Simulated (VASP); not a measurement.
# SiC (P6_3mc) in VASP: a series of runs

Runs on SiC. Level: PBEsol. Tasks: single point.

Everything below comes from runs of VASP 6.6.1. Logs are shortened: lines on timing, memory, paths and dates and some standing lists are left out, and cuts for length are marked.

**1. The cell of the first run**

Symmetry: P6_3mc, No. 186, hexagonal system. Conventional cell: a = 3.075 Å, b = 3.075 Å, c = 5.048 Å, α = 90.00°, β = 90.00°, γ = 120.00°. Si (site symmetry 3m) has 4 C at 1.88 to 1.90 Å within 2.5 Å. Within 2.5 Å of C (site symmetry 3m) lie 4 Si at 1.88 to 1.90 Å.

**2. Single point, PBEsol**

INCAR

```
SYSTEM = SiC
PREC = Accurate
ENCUT = 520
EDIFF = 1E-6
ISMEAR = 0
SIGMA = 0.01
LREAL = .False.
LASPH = .True.
NELM = 80
ALGO = Normal
ISIF = 2
LWAVE = .False.
LCHARG = .False.
GGA = PS
NBANDS = 16
```

KPOINTS

```
regular mesh
0
Gamma
  6 6 4
  0 0 0
```

POSCAR

```
SiC
1.0
    3.0753564236      0.0000000000      0.0000000000
   -1.5376782118      2.6633367885      0.0000000000
    0.0000000000      0.0000000000      5.0481087552
Si C
2 2
Direct
    0.3333333333      0.6666666667      0.4995917705
    0.6666666667      0.3333333333      0.9995917705
    0.3333333333      0.6666666667      0.8754082295
    0.6666666667      0.3333333333      0.3754082295
```

Potentials or basis: VASP PAW PBE potentials, release 64 (Si, C).

Started as:

```sh
$ cat potpaw_PBE.64/Si/POTCAR potpaw_PBE.64/C/POTCAR > POTCAR
$ mpirun -np 1 vasp_std > vasp.out
```

OUTCAR:

```text
SYSTEM = SiC
   PREC = Accurate
   ENCUT = 520
   EDIFF = 1E-6
   ISMEAR = 0
   LREAL = .False.
   LASPH = .True.
   NELM = 80
   ISIF = 2
   GGA = PS

 ion  position               nearest neighbor table
   1  0.333  0.667  0.500-   4 1.88   4 1.88   4 1.88   3 1.90   2 3.09   2 3.09   2 3.09   2 3.09
                             2 3.09   2 3.09
   2  0.667  0.333  1.000-   3 1.88   3 1.88   3 1.88   4 1.90   1 3.09   1 3.09   1 3.09   1 3.09
                             1 3.09   1 3.09
   3  0.333  0.667  0.875-   2 1.88   2 1.88   2 1.88   1 1.90
   4  0.667  0.333  0.375-   1 1.88   1 1.88   1 1.88   2 1.90

  LATTYP: Found a hexagonal cell.
 ALAT       =     3.0753564236
 C/A-ratio  =     1.6414711207

  Lattice vectors:

 A1 = (   3.0753564236,   0.0000000000,   0.0000000000)
 A2 = (  -1.5376782118,   2.6633367885,   0.0000000000)
 A3 = (   0.0000000000,   0.0000000000,   5.0481087552)

Analysis of symmetry for initial positions (statically):
=====================================================================
 Subroutine PRICEL returns:
 Original cell was already a primitive cell.

 Routine SETGRP: Setting up the symmetry group for a
 hexagonal supercell.

 Subroutine GETGRP returns: Found 12 space group operations
 (whereof  6 operations were pure point group operations)
 out of a pool of 24 trial point group operations.

The static configuration has the point symmetry C_3v.
 The point group associated with its full space group is C_6v.

Analysis of symmetry for dynamics (positions and initial velocities):
=====================================================================
 Subroutine PRICEL returns:
 Original cell was already a primitive cell.

 Routine SETGRP: Setting up the symmetry group for a
 hexagonal supercell.

 Subroutine GETGRP returns: Found 12 space group operations
 (whereof  6 operations were pure point group operations)
 out of a pool of 24 trial point group operations.

The dynamic configuration has the point symmetry C_3v.
 The point group associated with its full space group is C_6v.

 Subroutine INISYM returns: Found 12 space group operations
 (whereof  6 operations are pure point group operations),
 and found     1 'primitive' translations

----------------------------------------------------------------------------------------

                                     Primitive cell

  volume of cell :      41.3476

[... 90 lines left out ...]
   EDIFFG = 0.1E-04   stopping-criterion for IOM
   NSW    =      0    number of steps for IOM
   IBRION =     -1    ionic relax: 0-MD 1-quasi-New 2-CG
   NFREE  =      0    steps in history (QN), initial steepest desc. (CG)
   ISIF   =      2    stress and relaxation
   ISYM   =      2    0-nonsym 1-usesym 2-fastsym
   POTIM  = 0.5000    time-step for ionic-motion
   TEBEG  =    0.0;   TEEND  =   0.0 temperature during run
   PSTRESS=    0.0 pullay stress
   NELECT =      16.0000    total number of electrons
   NUPDOWN=      -1.0000    fix difference up-down
   EMIN   =  10.00;   EMAX   =-10.00  energy-range for DOS
   EFERMI =   0.00;   METHOD = LEGACY
   ISMEAR =     0;   SIGMA  =   0.01  broadening in eV -4-tet -1-fermi 0-gaus
   EFERMI_NEDOS =   21; number of points for ismear=-14 and -15
   IALGO  =     38    algorithm
   IMIX   =      4    mixing-type and parameters
     AMIX     =   0.40;   BMIX     =  1.00
     AMIX_MAG =   1.60;   BMIX_MAG =  1.00
  volume/ion in A,a.u.               =      10.34        69.76
  Fermi-wavevector in a.u.,A,eV,Ry     =   1.192975  2.254396 19.363673  1.423190
  Thomas-Fermi vector in A             =   2.329001
   LORBIT       =      0    0 simple, 1 ext, 2 COOP (PROOUT), +10 PAW based schemes
   GGA     = PS    functional components
   LHFCALC =     F    Hartree Fock is set to
   AEXX    =    0.0000 exact exchange contribution
   IVDW    =     0    specifies the selected vdW correction
   LEPSILON=     F    determine dielectric tensor
   LRPA    =     F    only Hartree local field effects (RPA)
 non-spin polarized calculation
 Gauss-broadening in eV      SIGMA  =   0.01
  energy-cutoff  :      520.00
  volume of cell :       41.35
 maximum number of plane-waves:      1124
 NGX is ok and might be reduce to    24
   NGX = 11   NGY = 11   NGZ = 19

 number of electron      16.0000000 magnetization

 Free energy of the ion-electron system (eV)
  ---------------------------------------------------
  ext. energy  EPLUGINS =         0.00000000
  ---------------------------------------------------
  free energy    TOTEN  =       -31.81101116 eV

  energy without entropy =      -31.81101116  energy(sigma->0) =      -31.81101116

 E-fermi :   8.2763     XC(G=0): -11.5002

 val. band max:        8.2177620622   @ k =   0.0000   0.0000   0.0000
 cond. band min:      10.3259704201   @ k =   0.3333   0.3333   0.0000
 fundamental gap:      2.1082083579
 Fermi energy:         8.2762974399

 k-point     1 :       0.0000    0.0000    0.0000
  band No.  band energies     occupation
      1      -7.3779      2.00000
      2      -3.7732      2.00000
      3      -0.5508      2.00000
      4       6.8959      2.00000
      5       6.8959      2.00000
      6       8.1031      2.00000
[... 376 lines left out ...]
      3       0.4304      2.00000
      4       0.4304      2.00000
      5       2.5025      2.00000
      6       2.5025      2.00000
[... 8 lines left out ...]
     15      19.7481      0.00000
     16      19.7481      0.00000

------------------------ aborting loop because EDIFF is reached ----------------------------------------

  FORCE on cell =-STRESS in cart. coord.  units (eV):
  Direction    XX          YY          ZZ          XY          YZ          ZX
  --------------------------------------------------------------------------------------
  -------------------------------------------------------------------------------------
  Total        0.1365551      0.1365551      0.0542905      0.0000000      0.0000000      0.0000000
  in kB        5.2913734      5.2913734      2.1037018      0.0000000      0.0000000      0.0000000
  external PRESSURE =       4.2288162 kB  Pullay stress =       0.0000000 kB

 VOLUME and BASIS-vectors are now :
 -----------------------------------------------------------------------------
  energy-cutoff  :      520.00
  volume of cell :       41.35
      direct lattice vectors                 reciprocal lattice vectors
     3.075356424  0.000000000  0.000000000     0.325165562  0.187734425  0.000000000
    -1.537678212  2.663336789  0.000000000     0.000000000  0.375468850  0.000000000
     0.000000000  0.000000000  5.048108755     0.000000000  0.000000000  0.198093989

 POSITION                                       TOTAL-FORCE (eV/Angst)
 -----------------------------------------------------------------------------------
     -0.00000      1.77556      2.52199        -0.000000      0.000000     -0.004305
      1.53768      0.88778      5.04605         0.000000     -0.000000     -0.004305
     -0.00000      1.77556      4.41916         0.000000      0.000000      0.004305
      1.53768      0.88778      1.89510        -0.000000      0.000000      0.004305
 -----------------------------------------------------------------------------------
    total drift:                               -0.000000     -0.000000     -0.000119

  FREE ENERGIE OF THE ION-ELECTRON SYSTEM (eV)
  ---------------------------------------------------
  free  energy   TOTEN  =       -31.8110111574 eV

  energy  without entropy=      -31.8110111574  energy(sigma->0) =      -31.81101116
```

OSZICAR:

```text
N       E                     dE             d eps       ncg     rms          rms(c)
DAV:   1     0.253787561668E+02    0.25379E+02   -0.69676E+03   672   0.884E+02
DAV:   2    -0.326532528512E+02   -0.58032E+02   -0.53004E+02   952   0.161E+02
DAV:   3    -0.354108221986E+02   -0.27576E+01   -0.27442E+01   888   0.316E+01
DAV:   4    -0.354311744934E+02   -0.20352E-01   -0.20348E-01   808   0.333E+00
DAV:   5    -0.354313624902E+02   -0.18800E-03   -0.18799E-03   896   0.306E-01    0.124E+01
DAV:   6    -0.319480860611E+02    0.34833E+01   -0.59811E+00   848   0.150E+01    0.569E+00
DAV:   7    -0.318431588248E+02    0.10493E+00   -0.10391E+00   944   0.596E+00    0.241E+00
DAV:   8    -0.318143380330E+02    0.28821E-01   -0.53088E-02   784   0.141E+00    0.588E-01
DAV:   9    -0.318108577870E+02    0.34802E-02   -0.67954E-03   896   0.555E-01    0.112E-01
DAV:  10    -0.318110052214E+02   -0.14743E-03   -0.68638E-04   776   0.155E-01    0.526E-02
DAV:  11    -0.318110109447E+02   -0.57233E-05   -0.37358E-05   864   0.446E-02    0.111E-02
DAV:  12    -0.318110111574E+02   -0.21266E-06   -0.35191E-06   768   0.118E-02
   1 F= -.31811011E+02 E0= -.31811011E+02  d E =-.103123E-18
```

stdout:

```text
POSCAR found type information on POSCAR SiC
 POSCAR found :  2 types and       4 ions
 scaLAPACK will be used
 -----------------------------------------------------------------------------
|                                                                             |
|                                                                             |
|     You enforced a specific xc type in the INCAR file but a different       |
|     I HOPE YOU KNOW WHAT YOU ARE DOING!                                     |
|                                                                             |
 -----------------------------------------------------------------------------

 LDA part: xc-table for (Slater+PW92), standard interpolation
 POSCAR, INCAR and KPOINTS ok, starting setup
 FFT: planning ... GRIDC
 FFT: planning ... GRID_SOFT
 FFT: planning ... GRID
 WAVECAR not read
 entering main loop
```

Wall time 5.4 s (1 thread of Intel Xeon 6975P-C (Granite Rapids), shared host); peak memory 0.15 GiB.

What came out:

- Free energy: -31.8110 eV
- Pressure: 0.4 GPa
- Largest force: 0.004 eV/Å
- Band gap on the k mesh: 2.11 eV (least direct gap 3.85 eV)

Forces on the atoms (eV/Å):
```
Si   0.000  0.000 -0.004
Si   0.000  0.000 -0.004
C    0.000  0.000  0.004
C    0.000  0.000  0.004
```

Caveat: the PAW data sets were made with another functional, which shifts forces and pressure a little.

**3. Single point, PBEsol**

INCAR

```
SYSTEM = SiC
PREC     = Accurate       ! precision mode
ENCUT    = 520            ! plane-wave cutoff, eV
EDIFF    = 1E-6           ! SCF threshold, eV
ISMEAR   = 0              ! smearing method
SIGMA    = 0.2            ! smearing width, eV
LREAL    = .FALSE.        ! projectors in reciprocal space
LASPH    = .TRUE.         ! aspherical terms in the spheres
NELM     = 80             ! most SCF steps
ALGO     = Normal         ! electronic algorithm
ISIF     = 2              ! what is computed and relaxed
LWAVE    = .FALSE.        ! write WAVECAR
LCHARG   = .FALSE.        ! write CHGCAR
GGA      = PS             ! functional
NBANDS   = 16             ! bands
```

KPOINTS

```
Automatic mesh
0
G
  6 6 4
  0 0 0
```

POSCAR is that of step 2.

Potentials or basis: VASP PAW PBE potentials, release 64 (Si, C).

Started as:

```sh
$ cat potpaw_PBE.64/Si/POTCAR potpaw_PBE.64/C/POTCAR > POTCAR
$ mpirun -np 1 vasp_std > vasp.out
```

Run time: 5.5 s. Hardware: 1 thread of Intel Xeon 6975P-C (Granite Rapids), shared host; peak memory 0.15 GiB.

It converged, with:

```yaml
Free_energy: -31.8110 eV
Pressure: 0.4 GPa
Largest_force: 0.004 eV/Å
Band_gap_on_the_k_mesh: 2.11 eV (least direct gap 3.85 eV)
```

Forces on the atoms (eV/Å):
```
Si   0.000  0.000 -0.004
Si   0.000  0.000 -0.004
C    0.000  0.000  0.004
C    0.000  0.000  0.004
```

Stress tensor (GPa, compression positive):
```
0.53 0.00 0.00
0.00 0.53 0.00
0.00 0.00 0.21
```

Levels at points of the mesh, in eV from the valence-band top:
```csv
k point,band 6,band 7,band 8,band 9,band 10,band 11
"(0.00, 0.00, 0.00)",-0.11,0.00,0.00,4.74,6.15,6.59
"(0.50, 0.00, 0.00)",-3.35,-3.35,-1.20,2.65,4.12,6.80
"(0.00, 0.00, 0.50)",-0.71,-0.71,-0.71,5.83,5.83,7.27
"(0.50, 0.00, 0.50)",-2.46,-2.35,-2.35,3.17,3.17,5.15
```

Caveat: the PAW data sets were made with another functional, which shifts forces and pressure a little. A k mesh can miss the band edges.

**4. Single point, PBEsol**

INCAR

```
ALGO = Normal ; EDIFF = 1E-7
ENCUT = 520 ; GGA = PS
ISIF = 2 ; ISMEAR = 0
LASPH = True ; LCHARG = False
LREAL = False ; LWAVE = False
NBANDS = 16 ; NELM = 100
PREC = Accurate ; SIGMA = 0.01
```

KPOINTS

```
k-points
0
Gamma
  6 6 4
```

POSCAR is that of step 3.

Started as:

```sh
$ cat potpaw_PBE.64/Si/POTCAR potpaw_PBE.64/C/POTCAR > POTCAR
$ mpirun -np 1 vasp_std > vasp.out
```

Wall time 5.7 s (1 thread of Intel Xeon 6975P-C (Granite Rapids), shared host); peak memory 0.15 GiB.

The run converged. Its results:

| Quantity | Value |
| --- | --- |
| Free energy | -31.8110 eV |
| Pressure | 0.4 GPa |
| Largest force | 0.004 eV/Å |
| Band gap on the k mesh | 2.11 eV (least direct gap 3.85 eV) |

Forces on the atoms (eV/Å):
```
Si   0.000  0.000 -0.004
Si   0.000  0.000 -0.004
C    0.000  0.000  0.004
C    0.000  0.000  0.004
```

Stress tensor (GPa, compression positive):
```
0.54 0.00 0.00
0.00 0.54 0.00
0.00 0.00 0.22
```

Levels at points of the mesh, in eV from the valence-band top:
| k point | band 4 | band 5 | band 6 | band 7 | band 8 | band 9 | band 10 | band 11 | band 12 | band 13 |
| --- | --- | --- | --- | --- | --- | --- | --- | --- | --- | --- |
| (0.00, 0.00, 0.00) | -1.32 | -1.32 | -0.11 | 0.00 | 0.00 | 4.74 | 6.15 | 6.59 | 6.59 | 7.68 |
| (0.50, 0.00, 0.00) | -6.32 | -5.48 | -3.35 | -3.35 | -1.20 | 2.65 | 4.12 | 6.80 | 7.04 | 9.98 |
| (0.00, 0.00, 0.50) | -4.47 | -0.71 | -0.71 | -0.71 | -0.71 | 5.83 | 5.83 | 7.27 | 7.27 | 7.27 |
| (0.50, 0.00, 0.50) | -8.32 | -2.46 | -2.46 | -2.35 | -2.35 | 3.17 | 3.17 | 5.16 | 5.16 | 10.30 |

Caveat: the PAW data sets were made with another functional, which shifts forces and pressure a little. A k mesh can miss the band edges.

**5. Single point, PBEsol**

INCAR

```
SYSTEM = SiC
ALGO     = Normal         ! electronic algorithm
EDIFF    = 1E-7           ! SCF threshold, eV
ENCUT    = 520            ! plane-wave cutoff, eV
GGA      = PS             ! functional
ISIF     = 2              ! what is computed and relaxed
ISMEAR   = 1              ! smearing method
LASPH    = .TRUE.         ! aspherical terms in the spheres
LCHARG   = .FALSE.        ! write CHGCAR
LREAL    = .FALSE.        ! projectors in reciprocal space
LWAVE    = .FALSE.        ! write WAVECAR
NBANDS   = 16             ! bands
NELM     = 100            ! most SCF steps
PREC     = Accurate       ! precision mode
SIGMA    = 0.301          ! smearing width, eV
```

KPOINTS

```
k-points
0
G
  6 6 4
  0 0 0
```

POSCAR is that of step 4.

Started as:

```sh
$ cat potpaw_PBE.64/Si/POTCAR potpaw_PBE.64/C/POTCAR > POTCAR
$ mpirun -np 1 vasp_std > vasp.out
```

Wall time 5.5 s (1 thread of Intel Xeon 6975P-C (Granite Rapids), shared host); peak memory 0.15 GiB.

It converged, with:

- Free energy: -31.8101 eV
- Pressure: 0.4 GPa
- Band gap on the k mesh: 2.11 eV (least direct gap 3.85 eV)

Forces in eV/Å, atoms in the order of the input:
```
Si   0.000  0.000 -0.003
Si   0.000  0.000 -0.003
C    0.000  0.000  0.003
C    0.000  0.000  0.003
```

Stress tensor (GPa, compression positive):
```
0.53 0.00 0.00
0.00 0.53 0.00
0.00 0.00 0.22
```

Levels at points of the mesh, in eV from the valence-band top:
| k point | band 5 | band 6 | band 7 | band 8 | band 9 | band 10 | band 11 | band 12 |
| --- | --- | --- | --- | --- | --- | --- | --- | --- |
| (0.00, 0.00, 0.00) | -1.32 | -0.11 | 0.00 | 0.00 | 4.74 | 6.15 | 6.59 | 6.59 |
| (0.50, 0.00, 0.00) | -5.48 | -3.35 | -3.35 | -1.20 | 2.65 | 4.12 | 6.80 | 7.04 |
| (0.00, 0.00, 0.50) | -0.71 | -0.71 | -0.71 | -0.71 | 5.83 | 5.83 | 7.27 | 7.27 |
| (0.50, 0.00, 0.50) | -2.46 | -2.46 | -2.35 | -2.35 | 3.17 | 3.17 | 5.16 | 5.16 |

Caveat: the PAW data sets were made with another functional, which shifts forces and pressure a little. A k mesh can miss the band edges.

**6. Summary**

| smearing | gap on the mesh (eV) | pressure (GPa) |
| --- | --- | --- |
| gaussian 0.01 eV | 2.11 | 0.4 |
| gaussian 0.2 eV | 2.11 | 0.4 |
| methfessel-paxton 0.301 eV | 2.11 | 0.4 |

Alike in all rows: task single point; level PBEsol; potentials or basis VASP PAW PBE potentials, release 64 (Si, C); no spin polarisation; cell as given; k mesh 6 × 6 × 4; cutoff (eV) 520.

Caveats: the PAW data sets were made with another functional, which shifts forces and pressure a little.

Absolute energies hang on the potentials; compare differences alone.
